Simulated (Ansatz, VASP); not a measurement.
# Eu: VASP beside Ansatz

```
CELL_PARAMETERS angstrom
-2.05443 2.05443 2.05443
2.05443 -2.05443 2.05443
2.05443 2.05443 -2.05443
ATOMIC_POSITIONS crystal
Eu 0.00000 0.00000 0.00000
```

Alike in both runs: task single point; functional LDA; k mesh 11 × 11 × 11; occupations fermi-dirac, width 0.03 eV; collinear spin.

|  | VASP | Ansatz |
| --- | --- | --- |
| version | VASP 6.6.1 | Ansatz 0.2.0 |
| potentials or method | VASP PAW PBE potentials, release 64 (Eu), cutoff 520 eV | plane waves (420 eV) with PAW, scalar-relativistic |
| valence electrons in the cell | 17 | 17 |

```csv
,VASP,Ansatz,Ansatz less VASP
pressure (GPa),-0.3,0.0,+0.30
net moment per atom (μB),7.11,7.15,+0.045
size of the moment on the site where the two differ most (μB),6.63,6.92,+0.287
```

VASP's potentials were made for PBE, not for LDA, and Ansatz warns of the same on its side. LDA's correlation is that of Perdew and Zunger in VASP and of Perdew and Wang (1992) in Ansatz. Site moments also hang on the region over which each program counts them.

Neither program's run includes spin-orbit coupling.
